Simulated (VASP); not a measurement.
Wanted: the native input for a VASP 6.6.1 run.

```yaml
Task: relaxation of cell and atoms
Functional: PBE
Potentials_or_basis: VASP PAW PBE potentials, release 64 (Hf_pv, N)
Cutoff: 600 eV
k_mesh: 17 × 17 × 15
Occupations: fermi-dirac, width 0.05 eV
Spin: no spin polarisation
Target_pressure: 340 GPa
Dipole_correction: no
Further_INCAR_settings: ALGO = Normal; EDIFF = 1e-06; IBRION = 2; EDIFFG = -0.005; NSW = 60; ISIF = 3
```

The structure of HfN (WC type) lies in POSCAR:

```
HfN
1.0
    2.5802438318      0.0000000000      0.0000000000
   -1.2901219159      2.2345567063      0.0000000000
    0.0000000000      0.0000000000      2.5286389552
Hf N
1 1
Direct
    0.0000000000      0.0000000000      0.0000000000
    0.3333333333      0.6666666667      0.5000000000
```

The input as run:

INCAR

```
  ALGO = Normal
  EDIFF = 1E-6
  EDIFFG = -0.005
  ENCUT = 600
  GGA = PE
  IBRION = 2
  ISIF = 3
  ISMEAR = -1
  LASPH = T
  LCHARG = F
  LREAL = F
  LWAVE = F
  NELM = 80
  NSW = 60
  PREC = Accurate
  PSTRESS = 3400.0
  SIGMA = 0.05
```

KPOINTS

```
k-points
0
Gamma
  17 17 15
```

Potentials or basis: VASP PAW PBE potentials, release 64 (Hf_pv, N).

Run with:

```sh
$ cat potpaw_PBE.64/Hf_pv/POTCAR potpaw_PBE.64/N/POTCAR > POTCAR
$ mpirun -np 1 vasp_std > vasp.out
```

It gave:

* Relaxed volume: 7.22 Å³/atom
* Relaxed cell: a = 2.552 Å, b = 2.552 Å, c = 2.559 Å, α = 90.00°, β = 90.00°, γ = 120.00°
* Space group after relaxing (to 0.05 Å): P-6m2 (No. 187)
* Energy change on relaxing (the enthalpy is what falls): +141.0 meV/atom
* Ionic steps: 8
* Pressure after relaxing: 340.0 GPa

Caveat: the cell is relaxed towards a set pressure, so the enthalpy falls and the energy may rise.

It took 76 s on 1 thread of Intel(R) Xeon(R) 6975P-C (Granite Rapids) (shared host), peak memory 0.2 GiB.
